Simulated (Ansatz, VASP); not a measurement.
**One calculation of C, two programs**

```
CELL_PARAMETERS angstrom
2.50517 0.00000 0.00000
-1.25259 2.16954 0.00000
0.00000 0.00000 8.18182
ATOMIC_POSITIONS crystal
C 0.66667 0.33333 0.84375
C 0.33333 0.66667 0.34375
C 0.66667 0.33333 0.65625
C 0.33333 0.66667 0.15625
C 0.00000 0.00000 0.90625
C 0.00000 0.00000 0.40625
C 0.00000 0.00000 0.59375
C 0.00000 0.00000 0.09375
```

Alike in both runs: task single point; functional LDA; k mesh 12 × 12 × 4; occupations fermi-dirac, width 0.05 eV; no spin polarisation.

```csv
,VASP,Ansatz
version,VASP 6.6.1,Ansatz 0.2.0
potentials or method,"VASP PAW LDA potentials, release 64 (C)",JTH PAW LDA
plane-wave cutoff (eV),520,780
valence electrons in the cell,32,32
```

```csv
,VASP,Ansatz,Ansatz less VASP
gap on the k mesh at the Fermi level (eV),4.42,4.42,0.000
least direct gap on the mesh (eV),5.18,5.18,-0.001
pressure (GPa),-2.1,-4.6,-2.49
"traceless stress, the component that is largest in VASP (GPa)",8.78,8.74,-0.032
rms of the force components (eV/Å),0.197,0.196,-0.0011
```

LDA's correlation is that of Perdew and Zunger in VASP and of Perdew and Wang (1992) in Ansatz. Atom by atom the forces differ by 0.001 eV/Å (rms over components).
